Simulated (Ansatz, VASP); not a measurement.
# BiAu: VASP beside Ansatz

POSCAR

```
BiAu
1.0
    0.0000000000      3.2587507238      3.2587507238
    3.2587507238      0.0000000000      3.2587507238
    3.2587507238      3.2587507238      0.0000000000
Au Bi
1 1
Direct
    0.0000000000      0.0000000000      0.0000000000
    0.2500000000      0.2500000000      0.2500000000
```

Contents of INCAR.step1:

```
PREC = Accurate ; ENCUT = 520
ISMEAR = 0 ; SIGMA = 0.05
LREAL = F ; LASPH = T
NELM = 80 ; NBANDS = 20
GGA = PE ; ALGO = Normal
EDIFF = 1E-4 ; LWAVE = T
LCHARG = F
```

File INCAR.step2:

```
PREC = Accurate ; ENCUT = 520
EDIFF = 1E-6 ; ISMEAR = 0
SIGMA = 0.05 ; LREAL = F
LASPH = T ; NELM = 80
ALGO = Normal ; ISIF = 2
LWAVE = F ; LCHARG = F
METAGGA = R2SCAN ; LMIXTAU = T
NBANDS = 20 ; ISTART = 1
```

The input KPOINTS:

```
regular mesh
0
Gamma
  10 10 10
```

Input for Ansatz:

```yaml
crystal:
  lattice:
    - [0.0, 3.2587507238, 3.2587507238]
    - [3.2587507238, 0.0, 3.2587507238]
    - [3.2587507238, 3.2587507238, 0.0]
  atoms:
    - { symbol: Au, position: [0.0, 0.0, 0.0] }
    - { symbol: Bi, position: [0.25, 0.25, 0.25] }
basis:
  ecutwfc: 500
  ecutrho_ratio: 4
kpoints:
  mp_grid: { grid: [10, 10, 10] }
hamiltonian:
  xc: r2scan
scf:
  occupations: { method: gaussian, width: 0.05 }
output:
  forces: true
  stress: true
  eigenvalues: true
```

Alike in both runs: task single point; functional r2SCAN; k mesh 10 × 10 × 10; occupations gaussian, width 0.05 eV; no spin polarisation.

```csv
,VASP,Ansatz
version,VASP 6.6.1,Ansatz 0.2.0
potentials or method,"VASP PAW PBE potentials, release 64 (Au, Bi_d), cutoff 520 eV","scalar-relativistic, plane waves, PAW"
valence electrons in the cell,26,34
```

```csv
,VASP,Ansatz,Ansatz less VASP
gap on the k mesh at the Fermi level (eV),none,none,-
pressure (GPa),-3.3,-3.3,-0.01
```

VASP's potentials were made for PBE, not for r2SCAN. A gap of «none» marks a metal or a gap that the smearing closes. With one functional, cell and mesh, what is left measures potentials, basis and numerics. VASP's potentials hold 26 valence electrons a cell and Ansatz's 34, so a difference there can come from the potentials and not from the codes.

Spin-orbit coupling is off throughout.
